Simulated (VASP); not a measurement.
# Nb: single point with PBE

Nb, a slab with vacuum:

```
Nb
1.0
     3.31123    0.00000    0.00000
     0.00000    3.31123    0.00000
     0.00000    0.00000   24.27810
Nb
6
Direct
  0.25000 0.25000 0.33670
  0.75000 0.75000 0.39719
  0.25000 0.25000 0.46415
  0.75000 0.75000 0.53585
  0.25000 0.25000 0.60281
  0.75000 0.75000 0.66330
```

```json
{
 "Program": "VASP 6.6.1",
 "Task": "single point",
 "Functional": "PBE",
 "Potentials or basis": "VASP PAW PBE potentials, release 64 (Nb_sv)",
 "Cutoff": "520 eV",
 "k mesh": "10 × 10 × 1",
 "Occupations": "fermi-dirac, width 0.05 eV",
 "Spin": "no spin polarisation",
 "Dipole correction": "yes",
 "Further INCAR settings": "ALGO = Normal; EDIFF = 1e-07; NBANDS = 48"
}
```

| Property | Result |
| --- | --- |
| Largest force | 0.021 eV/Å |
| Band gap on the k mesh | zero (band 39 reaches 3.08 eV, above the bottom of band 40 at 2.12 eV) |

Forces in eV/Å, atoms in the order of the input:
```
Nb   0.000  0.000  0.021
Nb   0.000  0.000  0.011
Nb   0.000  0.000 -0.006
Nb   0.000  0.000  0.006
Nb   0.000  0.000 -0.011
Nb   0.000  0.000 -0.021
```

Levels at points of the mesh, in eV from the Fermi level:
```tsv
k point	band 36	band 37	band 38	band 39	band 40	band 41	band 42	band 43
(0.00, 0.00, 0.00)	0.09	0.11	0.16	0.16	0.31	0.31	0.35	0.48
(0.50, 0.00, 0.00)	-1.10	-0.60	-0.60	0.33	0.33	0.34	0.34	1.64
(0.50, 0.50, 0.00)	-1.34	-0.77	-0.77	0.45	0.45	2.12	2.12	2.27
```

Wall time 9 min on 1 thread of Intel(R) Xeon(R) Platinum 8488C (Sapphire Rapids), on a shared host, peak memory 0.48 GiB.
